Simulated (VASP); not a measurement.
**CdS (Hawleyite): relaxation of cell and atoms with PBE+D3(BJ)**

CdS (Hawleyite):

```
CELL_PARAMETERS angstrom
0.00000 2.91650 2.91650
2.91650 0.00000 2.91650
2.91650 2.91650 0.00000
ATOMIC_POSITIONS crystal
Cd 0.00000 0.00000 0.00000
S 0.75000 0.75000 0.75000
```

```yaml
Program: VASP 6.6.1
Task: relaxation of cell and atoms
Functional: PBE
Dispersion: D3(BJ)
Potentials_or_basis: VASP PAW PBE potentials, release 64 (Cd, S)
Cutoff: 600 eV
k_mesh: 8 × 8 × 8
Occupations: fermi-dirac, width 0.05 eV
Spin: no spin polarisation
Dipole_correction: no
Further_INCAR_settings: ALGO = Normal; EDIFF = 1e-06; IBRION = 2; EDIFFG = -0.02; NSW = 80; ISIF = 3
```

| Quantity | Value |
| --- | --- |
| Relaxed volume | 25.19 Å³/atom |
| Relaxed cell | a = 4.146 Å, b = 4.146 Å, c = 4.146 Å, α = 60.00°, β = 60.00°, γ = 60.00° |
| Space group after relaxing (to 0.05 Å) | F-43m (No. 216) |
| Energy gained by relaxing | 1.1 meV/atom |
| Ionic steps | 3 |
| Pressure after relaxing | 0.0 GPa |
| Band gap on the k mesh | 1.12 eV, direct |
| Dispersion energy per atom | -0.301 eV |

Step by step:
| step | energy change (eV) | largest force (eV/Å) | pressure (GPa) | volume (Å³) |
| --- | --- | --- | --- | --- |
| 1 | 0.0000 | 0.0000 | 0.94 | 49.62 |
| 2 | -0.0019 | 0.0000 | -0.33 | 50.67 |
| 3 | -0.0022 | 0.0000 | 0.00 | 50.38 |

Final structure:
```
CELL_PARAMETERS angstrom
0.00000 2.93146 2.93146
2.93146 0.00000 2.93146
2.93146 2.93146 0.00000
ATOMIC_POSITIONS crystal
Cd 0.00000 0.00000 0.00000
S 0.75000 0.75000 0.75000
```

Levels at points of the mesh, in eV from the valence-band top:
```
           k point  band 5  band 6  band 7  band 8  band 9  band 10  band 11  band 12  band 13
(0.00, 0.00, 0.00)   -7.21   -7.21    0.00    0.00    0.00     1.12     6.55     6.55     6.55
(0.50, 0.00, 0.00)   -7.18   -6.85   -4.31   -0.73   -0.73     2.99     7.01     7.01     7.43
(0.50, 0.50, 0.00)   -7.13   -6.78   -3.89   -1.83   -1.83     3.58     4.33     9.17    10.69
```

Wall time 45 s on 1 thread of Intel(R) Xeon(R) Platinum 8259CL CPU @ 2.50GHz (Skylake/Cascade Lake), on a shared host, peak memory 0.24 GiB.

As with any semilocal functional, this PBE gap is likely too small. Zero-point motion and thermal expansion aren't in these numbers.
